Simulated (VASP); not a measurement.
Set up this calculation in VASP 6.6.1, as the native input.

* Task: single point
* Functional: PBE
* Potentials or basis: VASP PAW PBE potentials, release 64 (Mg, C)
* Cutoff: 520 eV
* k mesh: 8 × 8 × 5
* Occupations: methfessel-paxton, width 0.02 eV
* Spin: no spin polarisation
* Dipole correction: no
* Further INCAR settings: ALGO = Normal; EDIFF = 1e-06; NBANDS = 12

The structure of MgC2 lies in POSCAR:

```
MgC2
1.0
    2.6378079986      0.0000000000      0.0000000000
   -1.3189039993      2.2844087371      0.0000000000
    0.0000000000      0.0000000000      4.2446585922
Mg C
1 2
Direct
    0.0000000000      0.0000000000      0.0000000000
    0.3333333333      0.6666666667      0.4459491360
    0.6666666667      0.3333333333      0.5540508640
```

These files were run (other wordings do the same):

INCAR

```
PREC = Accurate
ENCUT = 520
EDIFF = 1E-6
ISMEAR = 1
SIGMA = 0.02
LREAL = F
LASPH = T
NELM = 100
ALGO = Normal
ISIF = 2
LWAVE = F
LCHARG = F
GGA = PE
NBANDS = 12
```

KPOINTS

```
Automatic mesh
0
Gamma
  8 8 5
```

Potentials or basis: VASP PAW PBE potentials, release 64 (Mg, C).

The run is started by

```sh
$ cat potpaw_PBE.64/Mg/POTCAR potpaw_PBE.64/C/POTCAR > POTCAR
$ mpirun -np 1 vasp_std > vasp.out
```

Results of the run:

* Pressure: 0.1 GPa
* Largest force: 0.016 eV/Å
* Band gap on the k mesh: 1.28 eV (least direct gap 2.31 eV)

Caveat: an odd mesh through Γ misses points on the zone boundary, where band edges can lie.

Wall time 19 s on 1 thread of Intel Xeon 8259CL, with other jobs on the host, peak memory 0.14 GiB.
